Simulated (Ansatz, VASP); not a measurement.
CrB2RuN: VASP beside Ansatz

```
CELL_PARAMETERS angstrom
3.98075 0.00000 0.00000
0.00000 3.98075 0.00000
0.00000 0.00000 3.72282
ATOMIC_POSITIONS crystal
Cr 0.00000 0.00000 0.00000
B 0.00000 0.50000 0.00000
B 0.50000 0.00000 0.00000
Ru 0.50000 0.50000 0.50000
N 0.00000 0.00000 0.50000
```

Change from the starting cell: species swapped into the CsPbI2Br type (P4/mmm, No. 123).

Alike in both runs: task relaxation of cell and atoms; functional PBE; k mesh 4 × 4 × 6; occupations gaussian, width 0.1 eV; collinear spin.

```csv
,VASP,Ansatz
version,VASP 6.6.1,Ansatz 0.2.0
potentials or method,"VASP PAW PBE potentials, release 64 (Cr_pv, B, Ru_pv, N), cutoff 600 eV","scalar-relativistic, plane waves, PAW"
valence electrons in the cell,37,41
```

Ansatz gave:

* gap on the k mesh at the Fermi level, each at its own relaxed structure (eV): none
* net moment per atom (μB): 0.31
* size of the moment on the site where the two differ most (μB): 0.39
* relaxed volume (Å³/atom): 10.81
* relaxed cell length with the largest relative difference (Å): 3.913

**Question.** Estimate VASP's values.

**Answer.** gap on the k mesh at the Fermi level, each at its own relaxed structure (eV): none; net moment per atom (μB): 0.32; size of the moment on the site where the two differ most (μB): 0.54; relaxed volume (Å³/atom): 10.83; relaxed cell length with the largest relative difference (Å): 3.919.

Site moments also hang on the region over which each program counts them. A gap of «none» marks a metal or a gap that the smearing closes. VASP's potentials hold 37 valence electrons a cell and Ansatz's 41, so a difference there can come from the potentials and not from the codes.

The k mesh is coarse, so the values compare programs but aren't converged.
